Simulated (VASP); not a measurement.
Ba2C3: single point with PBE

The system is Ba2C3.

```
CELL_PARAMETERS angstrom
4.78571 0.00000 0.00000
0.00000 4.78571 0.00000
0.00000 0.00000 4.78571
ATOMIC_POSITIONS crystal
Ba 0.50000 0.50000 0.50000
Ba 0.00000 0.00000 0.00000
C 0.50000 0.00000 0.00000
C 0.00000 0.50000 0.00000
C 0.00000 0.00000 0.50000
```

The cell was generated, and may not be a known phase.

* Program: VASP 6.6.1
* Task: single point
* Functional: PBE
* Potentials or basis: VASP PAW PBE potentials, release 64 (Ba_sv, C)
* Cutoff: 520 eV
* k mesh: 8 × 8 × 8
* Occupations: gaussian, width 0.1 eV
* Spin: no spin polarisation

```json
{
 "Pressure": "2.4 GPa",
 "Band gap on the k mesh": "zero (bands 16 and 17 overlap by 0.78 eV)"
}
```

Levels at points of the mesh, in eV from the Fermi level:
| k point | band 12 | band 13 | band 14 | band 15 | band 16 | band 17 | band 18 | band 19 | band 20 | band 21 |
| --- | --- | --- | --- | --- | --- | --- | --- | --- | --- | --- |
| (0.00, 0.00, 0.00) | 0.12 | 0.12 | 0.12 | 0.16 | 0.16 | 0.16 | 2.79 | 2.79 | 2.79 | 3.34 |
| (0.50, 0.00, 0.00) | -1.36 | -0.76 | -0.76 | -0.74 | -0.74 | -0.38 | -0.38 | 2.78 | 2.78 | 4.76 |
| (0.50, 0.50, 0.00) | -2.78 | -1.74 | -1.25 | -1.25 | -1.02 | -0.08 | -0.08 | 1.15 | 2.81 | 5.09 |
| (0.50, 0.50, 0.50) | -2.00 | -2.00 | -2.00 | -1.72 | -1.72 | -0.42 | 1.28 | 1.28 | 1.28 | 4.69 |

Run time: 65 s on 1 thread of AMD EPYC 9R45 96-Core Processor (Zen 5), with other jobs on the host, peak memory 0.22 GiB.

Caveat: spin-orbit coupling is left out, which moves the levels of the heavy elements.
